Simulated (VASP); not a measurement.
A run of VASP 6.6.1 is set up as follows.

INCAR

```
PREC = Accurate
ENCUT = 600
EDIFF = 1E-6
ISMEAR = 0
SIGMA = 0.1
LREAL = False
LASPH = True
NELM = 60
ALGO = Normal
ISIF = 3
LWAVE = False
LCHARG = False
GGA = PE
IBRION = 2
NSW = 100
EDIFFG = -0.01
```

KPOINTS

```
Automatic mesh
0
Gamma
  10 10 10
```

File POSCAR:

```
Be4S
1.0
    4.0260760676      0.0000000000      0.0000000000
    0.0000000000      4.0260760676      0.0000000000
    0.0000000000      0.0000000000      4.0260760676
Be S
4 1
Direct
    0.0000000000      0.5000000000      0.5000000000
    0.5000000000      0.0000000000      0.5000000000
    0.5000000000      0.5000000000      0.0000000000
    0.0000000000      0.0000000000      0.0000000000
    0.5000000000      0.5000000000      0.5000000000
```

Potentials or basis: VASP PAW PBE potentials, release 64 (Be, S).

Launch:

```bash
$ cat potpaw_PBE.64/Be/POTCAR potpaw_PBE.64/S/POTCAR > POTCAR
$ mpirun -np 1 vasp_std > vasp.out
```

Q: What does it give for the relaxed volume?

A: 12.87 Å³/atom.

Q: Estimate the space group after relaxing (to 0.1 Å).

A: Pm-3m (No. 221).

Q: Predict the relaxed cell.

A: a = 4.008 Å, b = 4.008 Å, c = 4.008 Å, α = 90.00°, β = 90.00°, γ = 90.00°.

Q: What does it give for the band gap on the k mesh?

A: Zero (bands 7 and 8 overlap by 1.35 eV).

Final structure:
```
Be S
1.0
     4.00754    0.00000    0.00000
     0.00000    4.00754    0.00000
     0.00000    0.00000    4.00754
Be S
4 1
Cartesian
  0.0000 2.0038 2.0038
  2.0038 0.0000 2.0038
  2.0038 2.0038 0.0000
  0.0000 0.0000 0.0000
  2.0038 2.0038 2.0038
```
